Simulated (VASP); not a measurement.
# Cu (Fm-3m) in VASP: notebook, part 2 of 2

VASP 6.6.1.

**3. Electric field gradients, PBEsol**

The input, INCAR:

```
SYSTEM = Cu
ALGO = Normal ; EDIFF = 1E-8
ENCUT = 520 ; GGA = PS
ISIF = 2 ; ISMEAR = -1
LASPH = .TRUE. ; LCHARG = .FALSE.
LEFG = .TRUE. ; LREAL = .FALSE.
LWAVE = .FALSE. ; NBANDS = 12
NELM = 100 ; PREC = Accurate
SIGMA = 0.05
```

The input, KPOINTS:

```
k-points
0
G
  17 17 17
  0 0 0
```

The input, POSCAR:

```
Cu
1.0
    0.0000000000      1.7887153358      1.7887153358
    1.7887153358      0.0000000000      1.7887153358
    1.7887153358      1.7887153358      0.0000000000
Cu
1
Direct
    0.0000000000      0.0000000000      0.0000000000
```

Potentials or basis: VASP PAW PBE potentials, release 64 (Cu).

On the command line:

```console
$ cat potpaw_PBE.64/Cu/POTCAR > POTCAR
$ mpirun -np 1 vasp_std > vasp.out
```

OUTCAR:

```text
SYSTEM = Cu
   EDIFF = 1E-8
   ENCUT = 520
   GGA = PS
   ISIF = 2
   ISMEAR = -1
   LASPH = .TRUE.
   LREAL = .FALSE.
   NELM = 100
   PREC = Accurate

 ion  position               nearest neighbor table
   1  0.000  0.000  0.000-

  LATTYP: Found a face centered cubic cell.
 ALAT       =     3.5774306716

  Lattice vectors:

 A1 = (   0.0000000000,   1.7887153358,   1.7887153358)
 A2 = (   1.7887153358,   0.0000000000,   1.7887153358)
 A3 = (   1.7887153358,   1.7887153358,   0.0000000000)

Analysis of symmetry for initial positions (statically):
[... 5 lines left out ...]
 face centered cubic supercell.

 Subroutine GETGRP returns: Found 48 space group operations
 (whereof 48 operations were pure point group operations)
 out of a pool of 48 trial point group operations.

The static configuration has the point symmetry O_h .

Analysis of symmetry for dynamics (positions and initial velocities):
[... 5 lines left out ...]
 face centered cubic supercell.

 Subroutine GETGRP returns: Found 48 space group operations
 (whereof 48 operations were pure point group operations)
 out of a pool of 48 trial point group operations.

The dynamic configuration has the point symmetry O_h .

 Subroutine INISYM returns: Found 48 space group operations
 (whereof 48 operations are pure point group operations),
 and found     1 'primitive' translations

----------------------------------------------------------------------------------------

                                     Primitive cell

  volume of cell :      11.4460

  direct lattice vectors                    reciprocal lattice vectors
     0.000000000  1.788715336  1.788715336    -0.279530225  0.279530225  0.279530225
     1.788715336  0.000000000  1.788715336     0.279530225 -0.279530225  0.279530225
     1.788715336  1.788715336  0.000000000     0.279530225  0.279530225 -0.279530225

  length of vectors
     2.529625487  2.529625487  2.529625487     0.484160552  0.484160552  0.484160552

  position of ions in fractional coordinates (direct lattice)
     0.000000000  0.000000000  0.000000000

  ion indices of the primitive-cell ions
   primitive index   ion index
                 1           1

----------------------------------------------------------------------------------------

 KPOINTS: k-points

Automatic generation of k-mesh.
 Grid dimensions read from file:
 generate k-points for:   17   17   17

 Generating k-lattice:

  Cartesian coordinates                     Fractional coordinates (reciprocal lattice)
    -0.016442954  0.016442954  0.016442954     0.058823529  0.000000000  0.000000000
     0.016442954 -0.016442954  0.016442954     0.000000000  0.058823529  0.000000000
     0.016442954  0.016442954 -0.016442954     0.000000000  0.000000000  0.058823529

  Length of vectors
     0.028480032  0.028480032  0.028480032

  Shift w.r.t. Gamma in fractional coordinates (k-lattice)
     0.000000000  0.000000000  0.000000000

 Subroutine IBZKPT returns following result:
[... 53 lines left out ...]
   IBRION =     -1    ionic relax: 0-MD 1-quasi-New 2-CG
   NFREE  =      0    steps in history (QN), initial steepest desc. (CG)
   ISIF   =      2    stress and relaxation
   ISYM   =      2    0-nonsym 1-usesym 2-fastsym
   POTIM  = 0.5000    time-step for ionic-motion
   TEBEG  =    0.0;   TEEND  =   0.0 temperature during run
   PSTRESS=    0.0 pullay stress
   NELECT =      11.0000    total number of electrons
   NUPDOWN=      -1.0000    fix difference up-down
   EMIN   =  10.00;   EMAX   =-10.00  energy-range for DOS
   EFERMI =   0.00;   METHOD = LEGACY
   ISMEAR =    -1;   SIGMA  =   0.05  broadening in eV -4-tet -1-fermi 0-gaus
   EFERMI_NEDOS =   21; number of points for ismear=-14 and -15
   IALGO  =     38    algorithm
   IMIX   =      4    mixing-type and parameters
     AMIX     =   0.40;   BMIX     =  1.00
     AMIX_MAG =   1.60;   BMIX_MAG =  1.00
  volume/ion in A,a.u.               =      11.45        77.24
  Fermi-wavevector in a.u.,A,eV,Ry     =   1.615553  3.052952 35.511355  2.610011
  Thomas-Fermi vector in A             =   2.710282
   LORBIT       =      0    0 simple, 1 ext, 2 COOP (PROOUT), +10 PAW based schemes
   GGA     = PS    functional components
   LHFCALC =     F    Hartree Fock is set to
   AEXX    =    0.0000 exact exchange contribution
   IVDW    =     0    specifies the selected vdW correction
   LEPSILON=     F    determine dielectric tensor
   LRPA    =     F    only Hartree local field effects (RPA)
 non-spin polarized calculation
  energy-cutoff  :      520.00
  volume of cell :       11.45
 maximum number of plane-waves:       331
   NGX =  9   NGY =  9   NGZ =  9

 number of electron      11.0000012 magnetization

 Free energy of the ion-electron system (eV)
  ---------------------------------------------------
  ext. energy  EPLUGINS =         0.00000000
  ---------------------------------------------------
  free energy    TOTEN  =        -4.30863180 eV

  energy without entropy =       -4.30626873  energy(sigma->0) =       -4.30745026

 E-fermi :   7.8571     XC(G=0): -13.0927

 val. band max:        7.7324732935   @ k =   0.4706   0.1765   0.0000
 cond. band min:       7.9013166035   @ k =  -0.3529   0.1765   0.0000
 fundamental gap:      0.1688433101
 Fermi energy:         7.8571138997

 k-point     1 :       0.0000    0.0000    0.0000
  band No.  band energies     occupation
      1      -1.8376      2.00000
      2       4.6607      2.00000
      3       4.6607      2.00000
      4       4.6607      2.00000
      5       5.5336      2.00000
      6       5.5336      2.00000
      7      30.6274      0.00000
      8      33.4851      0.00000
      9      33.4851      0.00000
     10      33.4851      0.00000
     11      35.9890      0.00000
     12      35.9890      0.00000
[... 331 lines left out ...]
 k-point    24 :      -0.1176    0.0588    0.0000
  band No.  band energies     occupation
      1      -1.0344      2.00000
      2       4.4887      2.00000
      3       4.7977      2.00000
      4       4.8017      2.00000
      5       5.4212      2.00000
      6       5.5718      2.00000
      7      26.3422      0.00000
      8      28.9289      0.00000
      9      32.5336      0.00000
     10      33.9373      0.00000
     11      36.4426      0.00000
     12      36.9300      0.00000

 [... further k-points ...]
[... 5 lines left out ...]
  --------------------------------------------------------------------------------------
  -------------------------------------------------------------------------------------
  Total       -0.0988234     -0.0988234     -0.0988234      0.0000000     -0.0000000      0.0000000
  in kB      -13.8330124    -13.8330124    -13.8330124      0.0000000     -0.0000000      0.0000000
  external PRESSURE =     -13.8330124 kB  Pullay stress =       0.0000000 kB

 VOLUME and BASIS-vectors are now :
 -----------------------------------------------------------------------------
  energy-cutoff  :      520.00
  volume of cell :       11.45
      direct lattice vectors                 reciprocal lattice vectors
     0.000000000  1.788715336  1.788715336    -0.279530225  0.279530225  0.279530225
     1.788715336  0.000000000  1.788715336     0.279530225 -0.279530225  0.279530225
     1.788715336  1.788715336  0.000000000     0.279530225  0.279530225 -0.279530225

 POSITION                                       TOTAL-FORCE (eV/Angst)
 -----------------------------------------------------------------------------------
      0.00000      0.00000      0.00000         0.000000      0.000000      0.000000
 -----------------------------------------------------------------------------------
    total drift:                                0.000000      0.000000      0.000000

  FREE ENERGIE OF THE ION-ELECTRON SYSTEM (eV)
  ---------------------------------------------------
  free  energy   TOTEN  =        -4.3086317985 eV

  energy  without entropy=       -4.3062687313  energy(sigma->0) =       -4.30745026

 Electric field gradients (V/A^2)
---------------------------------------------------------------------
 ion       V_xx      V_yy      V_zz      V_xy      V_xz      V_yz
---------------------------------------------------------------------
   1       0.000    -0.000     0.000     0.002     0.002     0.002
---------------------------------------------------------------------

 Electric field gradients after diagonalization (V/A^2)
 (convention: |V_zz| > |V_xx| > |V_yy|)
----------------------------------------------------------------------
 ion       V_xx      V_yy      V_zz     asymmetry (V_yy - V_xx)/ V_zz
----------------------------------------------------------------------
   1      -0.002    -0.002     0.005       0.000
----------------------------------------------------------------------

           NMR quadrupolar parameters

 Cq : quadrupolar parameter    Cq=e*Q*V_zz/h
 eta: asymmetry parameters     (V_yy - V_xx)/ V_zz
 Q  : nuclear electric quadrupole moment in mb (millibarn)
----------------------------------------------------------------------
 ion       Cq(MHz)       eta       Q (mb)
----------------------------------------------------------------------
   1       0.000       0.000       1.000
----------------------------------------------------------------------
```

OSZICAR:

```text
N       E                     dE             d eps       ncg     rms          rms(c)
DAV:   1     0.433907492874E+02    0.43391E+02   -0.53644E+03  4336   0.153E+03
DAV:   2    -0.401838477523E+01   -0.47409E+02   -0.43803E+02  4092   0.206E+02
DAV:   3    -0.539830797857E+01   -0.13799E+01   -0.13712E+01  4612   0.405E+01
DAV:   4    -0.540695240066E+01   -0.86444E-02   -0.86432E-02  4516   0.284E+00
DAV:   5    -0.540703054128E+01   -0.78141E-04   -0.78139E-04  4776   0.272E-01    0.843E+00
DAV:   6    -0.474672141610E+01    0.66031E+00   -0.17203E+01  4752   0.791E+01    0.421E+00
DAV:   7    -0.432344484341E+01    0.42328E+00   -0.26207E+00  4768   0.307E+01    0.599E-01
DAV:   8    -0.431028303506E+01    0.13162E-01   -0.52623E-03  4536   0.104E+00    0.301E-01
DAV:   9    -0.430862229394E+01    0.16607E-02   -0.89058E-03  4916   0.161E+00    0.201E-02
DAV:  10    -0.430863083891E+01   -0.85450E-05   -0.24817E-05  5296   0.740E-02    0.707E-03
DAV:  11    -0.430863174344E+01   -0.90453E-06   -0.84659E-07  4948   0.180E-02    0.264E-04
DAV:  12    -0.430863176740E+01   -0.23957E-07   -0.82821E-09  3148   0.118E-03    0.811E-05
DAV:  13    -0.430863179435E+01   -0.26946E-07   -0.20730E-09  2756   0.604E-04    0.132E-05
DAV:  14    -0.430863179850E+01   -0.41557E-08   -0.23203E-10  2400   0.223E-04
   1 F= -.43086318E+01 E0= -.43074503E+01  d E =-.236307E-02
```

It took 16 s on 1 thread of Intel Xeon 6975P-C, shared host; peak memory 0.14 GiB.

Results:

* Free energy: -4.3086 eV
* Pressure: -1.4 GPa

Caveat: without QUAD_EFG the Cq values of the log hold for a quadrupole moment of 1 mb, not for the nuclei; the PAW data sets were made with another functional, which shifts forces and pressure a little.

**4. Electric field gradients, PBE**

The input, INCAR:

```
SYSTEM = Cu
ALGO     = Normal         ! electronic algorithm
EDIFF    = 1E-8           ! SCF threshold, eV
ENCUT    = 520            ! plane-wave cutoff, eV
GGA      = PE             ! functional
ISIF     = 2              ! what is computed and relaxed
ISMEAR   = -1             ! smearing method
LASPH    = .True.         ! aspherical terms in the spheres
LCHARG   = .False.        ! write CHGCAR
LEFG     = .True.       
LREAL    = .False.        ! projectors in reciprocal space
LWAVE    = .False.        ! write WAVECAR
NBANDS   = 12             ! bands
NELM     = 80             ! most SCF steps
PREC     = Accurate       ! precision mode
SIGMA    = 0.05           ! smearing width, eV
```

The input, KPOINTS:

```
k-points
0
Gamma
  17 17 17
  0 0 0
```

POSCAR is that of step 3.

Potentials or basis: VASP PAW PBE potentials, release 64 (Cu).

On the command line:

```console
$ cat potpaw_PBE.64/Cu/POTCAR > POTCAR
$ mpirun -np 1 vasp_std > vasp.out
```

OUTCAR:

```text
SYSTEM = Cu
   EDIFF = 1E-8
   ENCUT = 520
   GGA = PE
   ISIF = 2
   ISMEAR = -1
   LASPH = .True.
   LREAL = .False.
   NELM = 80
   PREC = Accurate

 ion  position               nearest neighbor table
   1  0.000  0.000  0.000-

  LATTYP: Found a face centered cubic cell.
 ALAT       =     3.5774306716

  Lattice vectors:

 A1 = (   0.0000000000,   1.7887153358,   1.7887153358)
 A2 = (   1.7887153358,   0.0000000000,   1.7887153358)
 A3 = (   1.7887153358,   1.7887153358,   0.0000000000)

[... 563 lines left out ...]
    total drift:                                0.000000      0.000000      0.000000

  FREE ENERGIE OF THE ION-ELECTRON SYSTEM (eV)
  ---------------------------------------------------
  free  energy   TOTEN  =        -3.7156086698 eV

  energy  without entropy=       -3.7132071435  energy(sigma->0) =       -3.71440791

 Electric field gradients (V/A^2)
---------------------------------------------------------------------
 ion       V_xx      V_yy      V_zz      V_xy      V_xz      V_yz
---------------------------------------------------------------------
   1       0.000    -0.000     0.000     0.002     0.002     0.002
---------------------------------------------------------------------

 Electric field gradients after diagonalization (V/A^2)
 (convention: |V_zz| > |V_xx| > |V_yy|)
----------------------------------------------------------------------
 ion       V_xx      V_yy      V_zz     asymmetry (V_yy - V_xx)/ V_zz
----------------------------------------------------------------------
   1      -0.002    -0.002     0.005       0.000
----------------------------------------------------------------------

           NMR quadrupolar parameters

 Cq : quadrupolar parameter    Cq=e*Q*V_zz/h
 eta: asymmetry parameters     (V_yy - V_xx)/ V_zz
 Q  : nuclear electric quadrupole moment in mb (millibarn)
----------------------------------------------------------------------
 ion       Cq(MHz)       eta       Q (mb)
----------------------------------------------------------------------
   1       0.000       0.000       1.000
----------------------------------------------------------------------
```

OSZICAR:

```text
N       E                     dE             d eps       ncg     rms          rms(c)
DAV:   1     0.442106756561E+02    0.44211E+02   -0.53703E+03  4332   0.153E+03
DAV:   2    -0.323302990065E+01   -0.47444E+02   -0.43812E+02  4092   0.207E+02
DAV:   3    -0.462549405932E+01   -0.13925E+01   -0.13843E+01  4604   0.406E+01
DAV:   4    -0.463430276879E+01   -0.88087E-02   -0.88074E-02  4528   0.287E+00
DAV:   5    -0.463438374885E+01   -0.80980E-04   -0.80980E-04  4764   0.277E-01    0.773E+00
DAV:   6    -0.407072430820E+01    0.56366E+00   -0.14108E+01  4756   0.717E+01    0.374E+00
DAV:   7    -0.372952073074E+01    0.34120E+00   -0.21658E+00  4772   0.280E+01    0.634E-01
DAV:   8    -0.371679024012E+01    0.12730E-01   -0.47490E-03  5032   0.752E-01    0.258E-01
DAV:   9    -0.371560505642E+01    0.11852E-02   -0.70496E-03  5064   0.147E+00    0.264E-02
DAV:  10    -0.371561023780E+01   -0.51814E-05   -0.24995E-05  5596   0.757E-02    0.959E-03
DAV:  11    -0.371560844936E+01    0.17884E-05   -0.19424E-06  4932   0.261E-02    0.290E-04
DAV:  12    -0.371560862002E+01   -0.17065E-06   -0.16646E-08  3980   0.145E-03    0.104E-04
DAV:  13    -0.371560866090E+01   -0.40883E-07   -0.20482E-09  2764   0.486E-04    0.583E-05
DAV:  14    -0.371560866978E+01   -0.88803E-08   -0.29779E-10  2372   0.305E-04
   1 F= -.37156087E+01 E0= -.37144079E+01  d E =-.240153E-02
```

stdout:

```text
POSCAR found type information on POSCAR Cu
 POSCAR found :  1 types and       1 ions
 scaLAPACK will be used
 LDA part: xc-table for (Slater+PW92), standard interpolation
 POSCAR, INCAR and KPOINTS ok, starting setup
 FFT: planning ... GRIDC
 FFT: planning ... GRID_SOFT
 FFT: planning ... GRID
 WAVECAR not read
 entering main loop
ion   1
```

It took 19 s on 1 thread of Intel Xeon 6975P-C, shared host; peak memory 0.14 GiB.

Results:

- Free energy: -3.7156 eV
- Pressure: 7.2 GPa

Levels at points of the mesh, in eV from the Fermi level:
```csv
k point,band 2,band 3,band 4,band 5,band 6,band 7,band 8,band 9,band 10,band 11
"(0.00, 0.00, 0.00)",-3.21,-3.21,-3.21,-2.35,-2.35,22.77,25.66,25.66,25.66,28.18
```

Caveat: without QUAD_EFG the Cq values of the log hold for a quadrupole moment of 1 mb, not for the nuclei.

**5. Overview**

| level | potentials or basis | gap on the mesh (eV) | pressure (GPa) |
| --- | --- | --- | --- |
| LDA | VASP PAW LDA potentials, release 64 (Cu) | none | -7.7 |
| PBEsol | VASP PAW PBE potentials, release 64 (Cu) | none | -1.4 |
| PBE | VASP PAW PBE potentials, release 64 (Cu) | none | 7.2 |

Alike in all rows: task electric field gradients; no spin polarisation; cell as given; k mesh 17 × 17 × 17; cutoff (eV) 520; smearing fermi-dirac 0.05 eV.

Caveats: the PAW data sets were made with another functional, which shifts forces and pressure a little (some runs).

Total energies depend on the potentials used, so only differences within one code and one set of settings carry meaning.
